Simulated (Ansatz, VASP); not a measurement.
## One calculation of KTaO3, two programs

INCAR

```
  PREC = Accurate
  ENCUT = 520
  EDIFF = 1E-6
  ISMEAR = 0
  SIGMA = 0.05
  LREAL = False
  LASPH = True
  NELM = 60
  ALGO = Normal
  ISIF = 2
  LWAVE = False
  LCHARG = False
  GGA = PS
  NBANDS = 27
```

Contents of KPOINTS:

```
Automatic mesh
0
Gamma
  8 8 8
```

Contents of POSCAR:

```
KTaO3
1.0
    3.8611716109      0.0000000000      0.0000000000
    0.0000000000      3.8611716109      0.0000000000
    0.0000000000      0.0000000000      4.0194796469
K Ta O
1 1 3
Direct
    0.5000000000      0.5000000000      0.5000000000
    0.0000000000      0.0000000000      0.0000000000
    0.5000000000      0.0000000000      0.0000000000
    0.0000000000      0.5000000000      0.0000000000
    0.0000000000      0.0000000000      0.5000000000
```

Input for Ansatz:

```yaml
crystal:
  lattice:
    - [3.8611716109, 0.0, 0.0]
    - [0.0, 3.8611716109, 0.0]
    - [0.0, 0.0, 4.0194796469]
  atoms:
    - { symbol: K, position: [0.5, 0.5, 0.5] }
    - { symbol: Ta, position: [0.0, 0.0, 0.0] }
    - { symbol: O, position: [0.5, 0.0, 0.0] }
    - { symbol: O, position: [0.0, 0.5, 0.0] }
    - { symbol: O, position: [0.0, 0.0, 0.5] }
basis:
  ecutwfc: 520.0
kpoints:
  mp_grid: { grid: [8, 8, 8] }
hamiltonian:
  xc: pbesol
  pseudopotentials: { kind: paw }
scf:
  occupations: { method: gaussian, width: 0.05 }
output:
  forces: true
  stress: true
  eigenvalues: true
```

Alike in both runs: task single point; functional PBEsol; k mesh 8 × 8 × 8; occupations gaussian, width 0.05 eV; no spin polarisation.

|  | VASP | Ansatz |
| --- | --- | --- |
| version | VASP 6.6.1 | Ansatz 0.2.0 |
| potentials or method | VASP PAW PBE potentials, release 64 (K_sv, Ta_pv, O), cutoff 520 eV | scalar-relativistic, plane waves, PAW |
| valence electrons in the cell | 38 | 40 |

|  | VASP | Ansatz | Ansatz less VASP |
| --- | --- | --- | --- |
| gap on the k mesh at the Fermi level (eV) | 2.16 | 2.20 | +0.049 |
| least direct gap on the mesh (eV) | 2.72 | 2.75 | +0.038 |
| pressure (GPa) | 14.3 | 13.3 | -1.04 |
| traceless stress, the component that is largest in VASP (GPa) | -12.17 | -11.92 | +0.248 |

VASP's potentials were made for PBE, not for PBEsol. VASP's potentials hold 38 valence electrons a cell and Ansatz's 40, so a difference there can come from the potentials and not from the codes.

Neither program's run includes spin-orbit coupling.
